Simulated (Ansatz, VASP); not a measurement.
**Two plane-wave programs on ZnS**

POSCAR

```
ZnS
1.0
    0.0000000000      2.6936828800      2.6936828800
    2.6936828800      0.0000000000      2.6936828800
    2.6936828800      2.6936828800      0.0000000000
Zn S
1 1
Direct
    0.0000000000      0.0000000000      0.0000000000
    0.7500000000      0.7500000000      0.7500000000
```

INCAR.step1

```
PREC     = Accurate       # precision mode
ENCUT    = 600            # plane-wave cutoff, eV
ISMEAR   = 0              # smearing method
SIGMA    = 0.02           # smearing width, eV
LREAL    = False          # projectors in reciprocal space
LASPH    = True           # aspherical terms in the spheres
NELM     = 100            # most SCF steps
GGA      = PE             # functional
ALGO     = Normal         # electronic algorithm
EDIFF    = 1E-4           # SCF threshold, eV
LWAVE    = True           # write WAVECAR
LCHARG   = False          # write CHGCAR
```

Contents of INCAR.step2:

```
PREC     = Accurate       # precision mode
ENCUT    = 600            # plane-wave cutoff, eV
EDIFF    = 1E-6           # SCF threshold, eV
ISMEAR   = 0              # smearing method
SIGMA    = 0.02           # smearing width, eV
LREAL    = False          # projectors in reciprocal space
LASPH    = True           # aspherical terms in the spheres
NELM     = 100            # most SCF steps
ALGO     = Normal         # electronic algorithm
ISIF     = 3              # what is computed and relaxed
LWAVE    = False          # write WAVECAR
LCHARG   = False          # write CHGCAR
METAGGA  = R2SCAN         # meta-GGA
LMIXTAU  = True         
IBRION   = 2              # ionic algorithm
NSW      = 100            # ionic steps
EDIFFG   = -0.002         # ionic threshold
ISTART   = 1
```

File KPOINTS:

```
Automatic mesh
0
Gamma
  6 6 6
```

Input for Ansatz:

```yaml
crystal:
  lattice:
    - [0.0, 2.69368288, 2.69368288]
    - [2.69368288, 0.0, 2.69368288]
    - [2.69368288, 2.69368288, 0.0]
  atoms:
    - { symbol: Zn, position: [0.0, 0.0, 0.0] }
    - { symbol: S, position: [0.75, 0.75, 0.75] }
basis:
  ecutwfc: 500
kpoints:
  mp_grid: { grid: [6, 6, 6] }
hamiltonian:
  xc: r2scan
  pseudopotentials: { kind: paw, azcp: { folder: soft_1 } }
scf:
  occupations: { method: gaussian, width: 0.02 }
output:
  forces: true
  stress: true
  eigenvalues: true
relax:
  adjacent_minimum: "off"
  f_tol: 0.002
  max_steps: 80
  cell: { stress_tol: 0.02 }
```

Alike in both runs: task relaxation of cell and atoms; functional r2SCAN; k mesh 6 × 6 × 6; occupations gaussian, width 0.02 eV; no spin polarisation.

|  | VASP | Ansatz |
| --- | --- | --- |
| version | VASP 6.6.1 | Ansatz 0.2.0 |
| potentials or method | VASP PAW PBE potentials, release 64 (Zn, S), cutoff 600 eV | scalar-relativistic, plane waves, PAW |
| valence electrons in the cell | 18 | 18 |

|  | VASP | Ansatz | Ansatz less VASP |
| --- | --- | --- | --- |
| gap on the k mesh at the Fermi level, each at its own relaxed structure (eV) | 2.71 | 2.70 | -0.016 |
| relaxed volume (Å³/atom) | 19.57 | 19.58 | +0.007 |
| relaxed cell length with the largest relative difference (Å) | 3.811 | 3.812 | +0.0005 |

VASP's potentials were made for PBE, not for r2SCAN.
